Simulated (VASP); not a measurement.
# H3CCl in VASP: a series of runs

Runs on H3CCl. Level: PBE+D3(BJ). Tasks: single point, relaxation of the atoms.

Program: VASP 6.6.1. These are calculated values, not measurements. Logs are shortened: lines on timing, memory, paths and dates and some standing lists are left out, and cuts for length are marked.

## Step 1: The cell of the first run

The cell holds an amorphous packing of atoms, 40 atoms: a = 9.854 Å, b = 9.854 Å, c = 9.854 Å, α = 90.00°, β = 90.00°, γ = 90.00°.

## Step 2: Single point, PBE+D3(BJ)

Input file INCAR:

```
PREC     = Accurate       # precision mode
ENCUT    = 520            # plane-wave cutoff, eV
EDIFF    = 1E-6           # SCF threshold, eV
ISMEAR   = -1             # smearing method
SIGMA    = 0.05           # smearing width, eV
LREAL    = Auto         
LASPH    = True           # aspherical terms in the spheres
NELM     = 80             # most SCF steps
ALGO     = Normal         # electronic algorithm
ISIF     = 2              # what is computed and relaxed
LWAVE    = False          # write WAVECAR
LCHARG   = False          # write CHGCAR
GGA      = PE             # functional
IVDW     = 12             # dispersion correction
NBANDS   = 82             # bands
```

Input file KPOINTS:

```
regular mesh
0
Gamma
  1 1 1
```

Input file POSCAR:

```
H3CCl
1.0
    9.8538750000      0.0000000000      0.0000000000
    0.0000000000      9.8538750000      0.0000000000
    0.0000000000      0.0000000000      9.8538750000
C Cl H
8 8 24
Direct
   -0.0123910644      0.2219228476      0.1874592483
    0.1818269463      0.6532252540      0.1773008081
    0.4226662100      0.1858659664      0.1898035037
    0.9968768632      0.5288071951      0.8397407111
    0.3782572846      0.5001078256      0.5950349482
    0.8759599650      0.9402595426      0.3124760564
    0.8072255838      1.0444419074      0.7954738618
    0.8103918509      0.5479367254      0.3376438203
    0.0310943664      0.2188479152      0.3709505144
    0.1676396342      0.7085841864      0.3641207139
    0.4488183583      0.3426976697      0.2813512451
    0.8728038462      0.5515495173      0.9714452436
    0.4863162969      0.5911684490      0.5032639444
    0.8803541754      0.9490682599      0.4966878512
    0.8600677398      0.8584846063      0.7898314115
    0.8755946265      0.5834861920      0.5102764141
    0.0299273129      0.3081224391      0.1553500526
    0.0358437670      0.1152744479      0.1475561645
   -0.1169692126      0.1955169920      0.1910314470
    0.0756352196      0.6324517005      0.1612157654
    0.2114498104      0.7504458906      0.1357638492
    0.2415293476      0.5638593954      0.1434765511
    0.4790399716      0.1800915883      0.0874478314
    0.4469612208      0.0959521001      0.2622014182
    0.3174994609      0.1710596085      0.1453133919
    1.0001953546      0.4239245982      0.8115893494
    0.9490885565      0.5836891578      0.7486293463
    1.0983902272      0.5740685771      0.8842511195
    0.4255483249      0.4705661478      0.6862680925
    0.2711217668      0.5602871967      0.6121348201
    0.3497608809      0.4172571704      0.5350382464
    0.8140858292      1.0262155751      0.2597455316
    0.9838058632      0.9635397242      0.2677525339
    0.8450178229      0.8376298664      0.2836244625
    0.6914132765      1.0271898111      0.7990359123
    0.8267204526      1.0912661263      0.8988646598
    0.8432824650      1.1001864749      0.7096193122
    0.7040884931      0.5751239994      0.3308444647
    0.8467836257      0.6290824676      0.2800015222
    0.8404307950      0.4474483389      0.3190622978
```

Potentials or basis: VASP PAW PBE potentials, release 64 (C, Cl, H).

Run with:

```
$ cat potpaw_PBE.64/C/POTCAR potpaw_PBE.64/Cl/POTCAR potpaw_PBE.64/H/POTCAR > POTCAR
$ mpirun -np 1 vasp_gam > vasp.out
```

OUTCAR:

```text
PREC = Accurate
   ENCUT = 520
   EDIFF = 1E-6
   ISMEAR = -1
   LREAL = Auto
   LASPH = True
   NELM = 80
   ISIF = 2
   GGA = PE
   IVDW = 12
 IVDW          = 12

 ion  position               nearest neighbor table
   1  0.988  0.222  0.187-  17 1.00  19 1.06  18 1.22   9 1.86
   2  0.182  0.653  0.177-  20 1.08  21 1.08  22 1.11  10 1.93
   3  0.423  0.186  0.190-  25 1.13  23 1.15  24 1.16  11 1.81
   4  0.997  0.529  0.840-  26 1.07  27 1.15  28 1.18  12 1.80
   5  0.378  0.500  0.595-  31 1.05  29 1.05  30 1.22  13 1.66
   6  0.876  0.940  0.312-  34 1.09  32 1.17  33 1.17  14 1.82
   7  0.807  0.044  0.795-  37 1.07  36 1.13  35 1.15  15 1.91
   8  0.810  0.548  0.338-  39 1.04  40 1.05  38 1.08  16 1.85
   9  0.031  0.219  0.371-   1 1.86
  10  0.168  0.709  0.364-   2 1.93
  11  0.449  0.343  0.281-   3 1.81
  12  0.873  0.552  0.971-   4 1.80
  13  0.486  0.591  0.503-   5 1.66
  14  0.880  0.949  0.497-   6 1.82
[... 24 lines left out ...]
  39  0.847  0.629  0.280-   8 1.04
  40  0.840  0.447  0.319-   8 1.05

  LATTYP: Found a simple cubic cell.
 ALAT       =     9.8538750000

  Lattice vectors:

 A1 = (   9.8538750000,   0.0000000000,   0.0000000000)
 A2 = (   0.0000000000,   9.8538750000,   0.0000000000)
 A3 = (   0.0000000000,   0.0000000000,   9.8538750000)

Analysis of symmetry for initial positions (statically):
=====================================================================
 Subroutine PRICEL returns:
 Original cell was already a primitive cell.

 Routine SETGRP: Setting up the symmetry group for a
 simple cubic supercell.

 Subroutine GETGRP returns: Found  1 space group operations
 (whereof  1 operations were pure point group operations)
 out of a pool of 48 trial point group operations.

The static configuration has the point symmetry C_1 .

Analysis of symmetry for dynamics (positions and initial velocities):
=====================================================================
 Subroutine PRICEL returns:
 Original cell was already a primitive cell.

 Routine SETGRP: Setting up the symmetry group for a
 simple cubic supercell.

 Subroutine GETGRP returns: Found  1 space group operations
 (whereof  1 operations were pure point group operations)
 out of a pool of 48 trial point group operations.

The dynamic configuration has the point symmetry C_1 .

 Subroutine INISYM returns: Found  1 space group operations
 (whereof  1 operations are pure point group operations),
 and found     1 'primitive' translations

----------------------------------------------------------------------------------------

                                     Primitive cell

  volume of cell :     956.8000

  direct lattice vectors                    reciprocal lattice vectors
     9.853875000  0.000000000  0.000000000     0.101482919  0.000000000  0.000000000
     0.000000000  9.853875000  0.000000000     0.000000000  0.101482919  0.000000000
     0.000000000  0.000000000  9.853875000     0.000000000  0.000000000  0.101482919

  length of vectors
     9.853875000  9.853875000  9.853875000     0.101482919  0.101482919  0.101482919

  position of ions in fractional coordinates (direct lattice)
     0.987608936  0.221922848  0.187459248
     0.181826946  0.653225254  0.177300808
     0.422666210  0.185865966  0.189803504
     0.996876863  0.528807195  0.839740711
     0.378257285  0.500107826  0.595034948
     0.875959965  0.940259543  0.312476056
[... 32 lines left out ...]
     0.846783626  0.629082468  0.280001522
     0.840430795  0.447448339  0.319062298

  ion indices of the primitive-cell ions
   primitive index   ion index
                 1           1
                 2           2
                 3           3
                 4           4
                 5           5
                 6           6
[... 32 lines left out ...]
                39          39
                40          40

----------------------------------------------------------------------------------------

 KPOINTS: regular mesh

Automatic generation of k-mesh.
 Grid dimensions read from file:
 generate k-points for:    1    1    1

 Generating k-lattice:

  Cartesian coordinates                     Fractional coordinates (reciprocal lattice)
     0.101482919  0.000000000  0.000000000     1.000000000  0.000000000  0.000000000
     0.000000000  0.101482919  0.000000000     0.000000000  1.000000000  0.000000000
     0.000000000  0.000000000  0.101482919     0.000000000  0.000000000  1.000000000

  Length of vectors
     0.101482919  0.101482919  0.101482919

  Shift w.r.t. Gamma in fractional coordinates (k-lattice)
     0.000000000  0.000000000  0.000000000

 Subroutine IBZKPT returns following result:
 ===========================================

 Found      1 irreducible k-points:

 Following reciprocal coordinates:
            Coordinates               Weight
  0.000000  0.000000  0.000000      1.000000
   k-points           NKPTS =      1   k-points in BZ     NKDIM =      1   number of bands    NBANDS=     82
   number of dos      NEDOS =    301   number of ions     NIONS =     40
   total plane-waves  NPLWV = 512000
   dimension x,y,z NGX =    80 NGY =   80 NGZ =   80
   dimension x,y,z NGXF=   160 NGYF=  160 NGZF=  160
   ions per type =               8   8  24
   NGX,Y,Z   is equivalent  to a cutoff of  13.50, 13.50, 13.50 a.u.
   NGXF,Y,Z  is equivalent  to a cutoff of  26.99, 26.99, 26.99 a.u.
 SYSTEM =  unknown system
   PREC   = accura    normal or accurate (medium, high low for compatibility)
   ISTART =      0    job   : 0-new  1-cont  2-samecut
   ICHARG =      2    charge: 1-file 2-atom 10-const
   ISPIN  =      1    spin polarized calculation?
   LNONCOLLINEAR =      F non collinear calculations
   LSORBIT =      F    spin-orbit coupling
   LASPH  =      T    aspherical Exc in radial PAW
   ENCUT  =  520.0 eV  38.22 Ry    6.18 a.u.  18.32 18.32 18.32*2*pi/ulx,y,z
   NELM   =     80;   NELMIN=  2; NELMDL= -5     # of ELM steps
   EDIFF  = 0.1E-05   stopping-criterion for ELM
   LREAL  =      T    real-space projection
   EDIFFG = 0.1E-04   stopping-criterion for IOM
   NSW    =      0    number of steps for IOM
   IBRION =     -1    ionic relax: 0-MD 1-quasi-New 2-CG
   NFREE  =      0    steps in history (QN), initial steepest desc. (CG)
   ISIF   =      2    stress and relaxation
   ISYM   =      2    0-nonsym 1-usesym 2-fastsym
   POTIM  = 0.5000    time-step for ionic-motion
   TEBEG  =    0.0;   TEEND  =   0.0 temperature during run
   PSTRESS=    0.0 pullay stress
   NELECT =     112.0000    total number of electrons
   NUPDOWN=      -1.0000    fix difference up-down
   EMIN   =  10.00;   EMAX   =-10.00  energy-range for DOS
   EFERMI =   0.00;   METHOD = LEGACY
   ISMEAR =    -1;   SIGMA  =   0.05  broadening in eV -4-tet -1-fermi 0-gaus
   EFERMI_NEDOS =   21; number of points for ismear=-14 and -15
   IALGO  =     38    algorithm
   IMIX   =      4    mixing-type and parameters
     AMIX     =   0.40;   BMIX     =  1.00
     AMIX_MAG =   1.60;   BMIX_MAG =  1.00
  volume/ion in A,a.u.               =      23.92       161.42
  Fermi-wavevector in a.u.,A,eV,Ry     =   0.800830  1.513350  8.725811  0.641329
  Thomas-Fermi vector in A             =   1.908201
   LORBIT       =      0    0 simple, 1 ext, 2 COOP (PROOUT), +10 PAW based schemes
   GGA     = PE    functional components
   LHFCALC =     F    Hartree Fock is set to
   AEXX    =    0.0000 exact exchange contribution
   IVDW    =    12    specifies the selected vdW correction
   LEPSILON=     F    determine dielectric tensor
   LRPA    =     F    only Hartree local field effects (RPA)
 non-spin polarized calculation
  energy-cutoff  :      520.00
  volume of cell :      956.80
 maximum number of plane-waves:     12839
 NGX is ok and might be reduce to    80
   NGX = 37   NGY = 37   NGZ = 37

 number of electron     112.0000001 magnetization

 Free energy of the ion-electron system (eV)
  ---------------------------------------------------
  ext. energy  EPLUGINS =         0.00000000
  ---------------------------------------------------
  free energy    TOTEN  =      -175.89455591 eV

  energy without entropy =     -175.89455591  energy(sigma->0) =     -175.89455591

 E-fermi :  -2.5224     XC(G=0):  -4.8755

 val. band max:       -3.7402117292   @ k =   0.0000   0.0000   0.0000
 cond. band min:       0.6477823029   @ k =   0.0000   0.0000   0.0000
 fundamental gap:      4.3879940321
 Fermi energy:        -2.5224026560

 k-point     1 :       0.0000    0.0000    0.0000
  band No.  band energies     occupation
      1     -19.3021      2.00000
      2     -18.8856      2.00000
      3     -18.7670      2.00000
      4     -18.6833      2.00000
      5     -18.3400      2.00000
      6     -18.1619      2.00000
[... 60 lines left out ...]
     67       2.4712      0.00000
     68       2.5256      0.00000
 [bands above 68 left out]

------------------------ aborting loop because EDIFF is reached ----------------------------------------

 Edisp (eV)   -1.49572

 E8    (eV) :    -0.4113

  FORCE on cell =-STRESS in cart. coord.  units (eV):
  Direction    XX          YY          ZZ          XY          YZ          ZX
  --------------------------------------------------------------------------------------
  -------------------------------------------------------------------------------------
  Total      -2.91799    -2.52623    -7.67642     6.88167    -6.25195    -4.89690
  in kB      -4.88622    -4.23022   -12.85429    11.52346   -10.46900    -8.19995
  external pressure =       -7.32 kB  Pullay stress =        0.00 kB

 VOLUME and BASIS-vectors are now :
 -----------------------------------------------------------------------------
  energy-cutoff  :      520.00
  volume of cell :      956.80
      direct lattice vectors                 reciprocal lattice vectors
     9.853875000  0.000000000  0.000000000     0.101482919  0.000000000  0.000000000
     0.000000000  9.853875000  0.000000000     0.000000000  0.101482919  0.000000000
     0.000000000  0.000000000  9.853875000     0.000000000  0.000000000  0.101482919

 POSITION                                       TOTAL-FORCE (eV/Angst)
 -----------------------------------------------------------------------------------
      9.73178      2.18680      1.84720         0.881970     -6.588127      2.403941
      1.79170      6.43680      1.74710        -0.614523      0.553696      1.411816
      4.16490      1.83150      1.87030        -0.160914     -1.546594     -0.964843
      9.82310      5.21080      8.27470         0.297492      2.277351     -0.084905
      3.72730      4.92800      5.86340        -4.268298      1.363305      0.979723
      8.63160      9.26520      3.07910         1.349100      1.775630     -1.154188
[... 32 lines left out ...]
      8.34410      6.19890      2.75910         1.709469      0.759971     -1.385624
      8.28150      4.40910      3.14400         0.221148     -1.206080     -0.757175
 -----------------------------------------------------------------------------------
    total drift:                                0.003392     -0.011652      0.001558

  FREE ENERGIE OF THE ION-ELECTRON SYSTEM (eV)
  ---------------------------------------------------
  free  energy   TOTEN  =      -177.3902789815 eV

  energy  without entropy=     -177.3902789814  energy(sigma->0) =     -177.39027898
```

It took 2.9 min on 1 thread of Intel Xeon Platinum 8375C at 2.90GHz (Ice Lake), shared host; peak memory 0.88 GiB.

What came out:

```
Free energy                : -177.3903 eV
Pressure                   : -0.7 GPa
Largest force              : 7.068 eV/Å
Band gap on the k mesh     : 4.39 eV
Dispersion energy per atom : -0.037 eV
```

Forces on the atoms (eV/Å):
```
C    0.882 -6.588  2.404
C   -0.615  0.554  1.412
C   -0.161 -1.547 -0.965
C    0.297  2.277 -0.085
C   -4.268  1.363  0.980
C    1.349  1.776 -1.154
C   -2.402 -1.868  2.312
C   -0.601  1.386  2.318
Cl   0.115  0.387 -0.680
Cl   0.665 -0.897 -1.386
Cl  -0.207 -0.720 -0.766
Cl  -0.054 -0.333  0.182
Cl   2.020  1.978 -1.529
Cl  -0.224 -0.133 -1.480
Cl   0.015  1.820  0.458
Cl  -0.716 -0.298 -0.771
H    1.064  3.303 -1.896
H   -0.577  2.718  0.413
H   -1.164  0.871 -0.557
H   -0.445 -0.027 -0.526
H    0.223 -0.039 -0.612
H    0.276  0.490  0.992
H    0.171  0.288  1.707
H   -0.255  1.406 -1.272
H    0.458  0.525  1.208
H    0.342 -0.841  0.098
H    1.245 -0.389  1.193
H   -1.766 -0.868 -1.293
H    0.298 -0.434  1.416
H    2.414 -1.134 -0.057
H   -0.510 -1.731 -0.680
H    0.282 -1.567  1.293
H   -1.532 -0.827  1.123
H   -0.153  0.218 -0.017
H    1.507  0.638 -0.607
H    0.519 -0.612 -1.092
H    0.319  0.198 -0.552
H   -0.742 -0.895  0.611
H    1.709  0.760 -1.386
H    0.221 -1.206 -0.757
```

Stress tensor (GPa, compression positive):
```
-0.49  1.15 -0.82
 1.15 -0.42 -1.05
-0.82 -1.05 -1.29
```

Caveat: the k points lie up to 0.64 Å⁻¹ apart.

[end of part 1 of 2]
